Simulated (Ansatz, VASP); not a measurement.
CaO: VASP beside Ansatz

File POSCAR:

```
CaO
1.0
    0.0000000000      2.4490000000      2.3755300000
    2.4490000000      0.0000000000      2.3755300000
    2.4490000000      2.4490000000      0.0000000000
Ca O
1 1
Direct
    0.0000000000      0.0000000000      0.0000000000
    0.5000000000      0.5000000000      0.5000000000
```

File INCAR.step1:

```
SYSTEM = CaO
  PREC = Accurate
  ENCUT = 520
  ISMEAR = 0
  SIGMA = 0.05
  LREAL = .False.
  LASPH = .True.
  NELM = 60
  NBANDS = 15
  GGA = PE
  ALGO = Normal
  EDIFF = 1E-4
  LWAVE = .True.
  LCHARG = .False.
```

INCAR.step2

```
SYSTEM = CaO
  PREC = Accurate
  ENCUT = 520
  EDIFF = 1E-7
  ISMEAR = 0
  SIGMA = 0.05
  LREAL = .False.
  LASPH = .True.
  NELM = 60
  ALGO = Normal
  ISIF = 2
  LWAVE = .False.
  LCHARG = .False.
  METAGGA = R2SCAN
  LMIXTAU = .True.
  NBANDS = 15
  ISTART = 1
```

Contents of KPOINTS:

```
Automatic mesh
0
Gamma
  8 8 8
  0 0 0
```

Input for Ansatz:

```yaml
crystal:
  lattice:
    - [0.0, 2.449, 2.37553]
    - [2.449, 0.0, 2.37553]
    - [2.449, 2.449, 0.0]
  atoms:
    - { symbol: Ca, position: [0.0, 0.0, 0.0] }
    - { symbol: O, position: [0.5, 0.5, 0.5] }
basis:
  ecutwfc: 500
kpoints:
  mp_grid: { grid: [8, 8, 8] }
hamiltonian:
  xc: r2scan
scf:
  occupations: { method: gaussian, width: 0.05 }
output:
  forces: true
  stress: true
  eigenvalues: true
```

Change from the starting cell: strain +0.000 along x and y, -0.030 along z, atoms carried along.

Alike in both runs: task single point; functional r2SCAN; k mesh 8 × 8 × 8; occupations gaussian, width 0.05 eV; no spin polarisation.

|  | VASP | Ansatz |
| --- | --- | --- |
| version | VASP 6.6.1 | Ansatz 0.2.0 |
| potentials or method | VASP PAW PBE potentials, release 64 (Ca_sv, O), cutoff 520 eV | scalar-relativistic, plane waves, PAW |
| valence electrons in the cell | 16 | 16 |

```csv
,VASP,Ansatz,Ansatz less VASP
gap on the k mesh at the Fermi level (eV),4.08,4.09,+0.013
least direct gap on the mesh (eV),4.56,4.57,+0.014
pressure (GPa),-2.5,-3.4,-0.94
"traceless stress, the component that is largest in VASP (GPa)",3.30,3.06,-0.239
```

VASP's potentials were made for PBE, not for r2SCAN.
